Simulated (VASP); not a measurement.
CdTe, 2 atoms in the cell. The structure is cubic, space group F-43m (No. 216). The conventional cell has a = 6.410 Å, b = 6.410 Å, c = 6.410 Å, α = 90.00°, β = 90.00°, γ = 90.00°. Within 3.7 Å of Cd (site symmetry -43m) lie 4 Te at 2.78 Å. Within 3.7 Å of Te (site symmetry -43m) lie 4 Cd at 2.78 Å. 

```yaml
Program: VASP 6.6.1
Task: single point
Functional: BLYP
Potentials_or_basis: VASP PAW PBE potentials, release 64 (Cd, Te)
Cutoff: 520 eV
k_mesh: 6 × 6 × 6
Occupations: gaussian, width 0.01 eV
Spin: no spin polarisation
Dipole_correction: no
Further_INCAR_settings: ALGO = Normal; EDIFF = 1e-06; NBANDS = 16
```

Potentials or basis: VASP PAW PBE potentials, release 64 (Cd, Te).

Launch:

```console
$ cat potpaw_PBE.64/Cd/POTCAR potpaw_PBE.64/Te/POTCAR > POTCAR
$ mpirun -np 1 vasp_std > vasp.out
```

Hardware: 1 thread of AMD EPYC 7R43 64-Core Processor (Zen 3), with other jobs on the host.

Question: Estimate the wall time of this run.

Answer: Wall time 56 s on 1 thread of AMD EPYC 7R43 64-Core Processor (Zen 3), on a shared host, peak memory 0.17 GiB. Counts: scf iterations 13, k points 16.
